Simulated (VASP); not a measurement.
Bi:

```
Bi
1.0
     2.26750    1.30914    3.93800
    -2.26750    1.30914    3.93800
     0.00000   -2.61828    3.93800
Bi
2
Direct
  0.23400 0.23400 0.23400
  0.76600 0.76600 0.76600
```

| Property | Result |
| --- | --- |
| Program | VASP 6.6.1 |
| Task | relaxation of cell and atoms |
| Functional | LDA |
| Potentials or basis | VASP PAW LDA potentials, release 64 (Bi_d) |
| Cutoff | 500 eV |
| k mesh | 10 × 10 × 10 |
| Occupations | fermi-dirac, width 0.1 eV |
| Spin | no spin polarisation |

At the start: pressure -1.4 GPa; volume 35.07 Å³/atom.

**Question.** Where does the relaxation end?

**Answer.** Over 9 steps the energy falls by 9.1 meV/atom and the volume is 33.55 Å³/atom (-4.3 %); space group R-3m (No. 166, to 0.1 Å) before and after.

Step by step:
| step | energy change (eV) | largest force (eV/Å) | pressure (GPa) | volume (Å³) |
| --- | --- | --- | --- | --- |
| 1 | 0.0000 | 0.0921 | -1.39 | 70.14 |
| 2 | -0.0082 | 0.2636 | 0.79 | 67.09 |
| 3 | -0.0100 | 0.2124 | 0.10 | 67.97 |
| 4 | -0.0137 | 0.1445 | 0.08 | 67.69 |
| 5 | -0.0173 | 0.0070 | 0.10 | 67.07 |
| 6 | -0.0173 | 0.0022 | 0.09 | 67.02 |
| 7 | -0.0179 | 0.0135 | -0.15 | 67.26 |
| 8 | -0.0179 | 0.0155 | -0.18 | 67.30 |
| 9 | -0.0182 | 0.0054 | -0.03 | 67.10 |

Final structure:
```cif
data_structure
_symmetry_space_group_name_H-M 'P 1'
_symmetry_Int_Tables_number 1
_cell_length_a 4.6280
_cell_length_b 4.6280
_cell_length_c 4.6280
_cell_angle_alpha 58.137
_cell_angle_beta 58.137
_cell_angle_gamma 58.137
_cell_volume 67.10
loop_
_atom_site_label
_atom_site_type_symbol
_atom_site_fract_x
_atom_site_fract_y
_atom_site_fract_z
_atom_site_occupancy
Bi1 Bi 0.23737 0.23737 0.23737 1
Bi2 Bi 0.76263 0.76263 0.76263 1
```
